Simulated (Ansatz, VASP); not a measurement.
W in VASP and in Ansatz

The input INCAR:

```
SYSTEM = W
PREC = Accurate ; ENCUT = 520
EDIFF = 1E-6 ; ISMEAR = 0
SIGMA = 0.15 ; LREAL = .FALSE.
LASPH = .TRUE. ; NELM = 80
ALGO = Fast ; ISIF = 2
LWAVE = .FALSE. ; LCHARG = .TRUE.
GGA = PE ; LELF = .TRUE.
LVHAR = .TRUE. ; NBANDS = 36
```

File KPOINTS:

```
regular mesh
0
G
  18 18 5
  0 0 0
```

Contents of POSCAR:

```
W
1.0
   -1.5973000000      1.5973000000     -1.5973000000
   -1.5973000000     -1.5973000000      1.5973000000
    0.0000000000      6.7427533906      6.7427533906
W
4
Direct
    0.0000000000      0.0000000000      0.8291197492
    0.5000000000      0.5000000000      0.1184456785
    0.0000000000      0.0000000000      0.3553370354
    0.5000000000      0.5000000000      0.5922283923
```

Input for Ansatz:

```yaml
crystal:
  lattice:
    - [-1.5973, 1.5973, -1.5973]
    - [-1.5973, -1.5973, 1.5973]
    - [0.0, 6.7427533906, 6.7427533906]
  atoms:
    - { symbol: W, position: [0.0, 0.0, 0.8291197492] }
    - { symbol: W, position: [0.5, 0.5, 0.1184456785] }
    - { symbol: W, position: [0.0, 0.0, 0.3553370354] }
    - { symbol: W, position: [0.5, 0.5, 0.5922283923] }
basis:
  ecutwfc: 420
kpoints:
  mp_grid: { grid: [18, 18, 5] }
hamiltonian:
  xc: pbe
scf:
  occupations: { method: gaussian, width: 0.15 }
output:
  forces: true
  stress: true
  eigenvalues: true
```

Alike in both runs: task single point; functional PBE; k mesh 18 × 18 × 5; occupations gaussian, width 0.15 eV; no spin polarisation.

```csv
,VASP,Ansatz
version,VASP 6.6.1,Ansatz 0.2.0
potentials or method,"VASP PAW PBE potentials, release 64 (W_sv), cutoff 520 eV","scalar-relativistic, plane waves, PAW"
valence electrons in the cell,56,56
```

|  | VASP | Ansatz | Ansatz less VASP |
| --- | --- | --- | --- |
| gap on the k mesh at the Fermi level (eV) | none | none | - |
| pressure (GPa) | -11.7 | -12.1 | -0.35 |
| traceless stress, the component that is largest in VASP (GPa) | -4.29 | -4.23 | +0.056 |
| rms of the force components (eV/Å) | 0.685 | 0.677 | -0.0074 |

Atom by atom the forces differ by 0.008 eV/Å (rms over components). A gap of «none» marks a metal or a gap that the smearing closes. With one functional, cell and mesh, what is left measures potentials, basis and numerics.

Spin-orbit coupling is off throughout.
